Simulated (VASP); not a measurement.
**Al3Os: single point with PBE**

Al3Os:

```
CELL_PARAMETERS angstrom
-1.94297 1.94297 3.84631
1.94297 -1.94297 3.84631
1.94297 1.94297 -3.84631
ATOMIC_POSITIONS crystal
Al 0.50000 0.50000 0.00000
Al 0.25000 0.75000 0.50000
Al 0.75000 0.25000 0.50000
Os 0.00000 0.00000 0.00000
```

* Program: VASP 6.6.1
* Task: single point
* Functional: PBE
* Potentials or basis: VASP PAW PBE potentials, release 64 (Al, Os)
* Cutoff: 520 eV
* k mesh: 18 × 18 × 18
* Occupations: gaussian, width 0.1 eV
* Spin: no spin polarisation

```
Pressure               : 0.0 GPa
Band gap on the k mesh : zero (an odd number of electrons rules out a gap without spin polarisation)
```

Levels at points of the mesh, in eV from the Fermi level:
```tsv
k point	band 7	band 8	band 9	band 10	band 11	band 12
(0.00, 0.00, 0.00)	-1.92	0.67	0.67	1.38	1.70	3.37
(0.50, 0.00, 0.00)	-2.31	-0.98	0.82	1.35	1.81	4.04
(0.50, 0.50, 0.00)	-3.12	-1.15	-0.76	1.45	2.45	3.00
(0.50, 0.50, 0.50)	-2.09	-2.09	-1.69	1.73	4.55	6.09
```

It took 15 min on 1 thread of AMD EPYC 7R43 64-Core Processor (Zen 3), with other jobs on the host, peak memory 0.52 GiB.

Caveat: spin-orbit coupling is left out, which moves the levels of the heavy elements.
